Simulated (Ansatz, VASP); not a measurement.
## Two plane-wave programs on Zr2NbC3

```
Zr Nb C
1.0
     3.36373   -3.62468    0.00000
     3.36373    3.62468    0.00000
     0.00000    0.00000    3.34132
Zr Nb C
2 1 3
Direct
  0.50000 0.00000 0.50000
  0.00000 0.50000 0.50000
  0.00000 0.00000 0.00000
  0.71379 0.28621 0.00000
  0.28621 0.71379 0.00000
  0.50000 0.50000 0.50000
```

Change from the starting cell: species swapped into the LaAl2Ag3 type (Cmmm, No. 65).

Alike in both runs: task relaxation of cell and atoms; functional PBE; k mesh 4 × 4 × 6; occupations gaussian, width 0.1 eV; no spin polarisation.

|  | VASP | Ansatz |
| --- | --- | --- |
| version | VASP 6.6.1 | Ansatz 0.2.0 |
| potentials or method | VASP PAW PBE potentials, release 64 (Zr_sv, Nb_sv, C), cutoff 600 eV | scalar-relativistic, plane waves, PAW |
| valence electrons in the cell | 49 | 49 |

```tsv
	VASP	Ansatz	Ansatz less VASP
gap on the k mesh at the Fermi level, each at its own relaxed structure (eV)	none	none	-
relaxed volume (Å³/atom)	13.61	13.61	-0.006
relaxed length of the cell vector where the two differ most in proportion (Å)	3.316	3.321	+0.0052
```

A gap of «none» marks a metal or a gap that the smearing closes.
